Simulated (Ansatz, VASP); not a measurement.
AlNi3: VASP beside Ansatz

Contents of INCAR:

```
ALGO     = Normal         # electronic algorithm
EDIFF    = 1E-6           # SCF threshold, eV
ENCUT    = 520            # plane-wave cutoff, eV
GGA      = PE             # functional
ISIF     = 2              # what is computed and relaxed
ISMEAR   = -1             # smearing method
LASPH    = T              # aspherical terms in the spheres
LCHARG   = F              # write CHGCAR
LREAL    = F              # projectors in reciprocal space
LWAVE    = F              # write WAVECAR
NBANDS   = 24             # bands
NELM     = 100            # most SCF steps
PREC     = Accurate       # precision mode
SIGMA    = 0.03           # smearing width, eV
```

KPOINTS

```
k-points
0
Gamma
  10 10 10
```

Contents of POSCAR:

```
AlNi3
1.0
    3.0673784919      0.0000000000      0.0000000000
    0.0000000000      3.0673784919      0.0000000000
    0.0000000000      0.0000000000      3.0673784919
Al Ni
1 3
Direct
    0.0000000000      0.0000000000      0.0000000000
    0.0000000000      0.5000000000      0.5000000000
    0.5000000000      0.0000000000      0.5000000000
    0.5000000000      0.5000000000      0.0000000000
```

Input for Ansatz:

```yaml
crystal:
  lattice:
    - [3.0673784919, 0.0, 0.0]
    - [0.0, 3.0673784919, 0.0]
    - [0.0, 0.0, 3.0673784919]
  atoms:
    - { symbol: Al, position: [0.0, 0.0, 0.0] }
    - { symbol: Ni, position: [0.0, 0.5, 0.5] }
    - { symbol: Ni, position: [0.5, 0.0, 0.5] }
    - { symbol: Ni, position: [0.5, 0.5, 0.0] }
kpoints:
  mp_grid: { grid: [10, 10, 10] }
scf:
  occupations: { method: fermi_dirac, width: 0.03 }
hamiltonian:
  xc: pbe
  pseudopotentials: { kind: paw }
output:
  forces: true
  stress: true
  eigenvalues: true
  write_density: true
  write_potential: true
  elf: true
  volumetric_format: npy
```

Change from the starting cell: volume scaled by 0.66, no spin polarisation, PAW files.

Alike in both runs: task single point; functional PBE; k mesh 10 × 10 × 10; occupations fermi-dirac, width 0.03 eV; no spin polarisation.

```csv
,VASP,Ansatz
version,VASP 6.6.1,Ansatz 0.2.0
potentials or method,"VASP PAW PBE potentials, release 64 (Al, Ni)","PAW with Ansatz's default frozen-core files, scalar-relativistic"
plane-wave cutoff (eV),520,420
valence electrons in the cell,33,57
```

Ansatz gave:

| Property | Result |
| --- | --- |
| pressure (GPa) | 229.1 |

**Question.** Which values does VASP return?

**Answer.** Pressure (GPa): 229.5.

Both programs put the cell under a high pressure, so it lies far from rest at this level. VASP's potentials hold 33 valence electrons a cell and Ansatz's 57, so a difference there can come from the potentials and not from the codes.

Noted on VASP's run: the cell as given lies far from equilibrium.
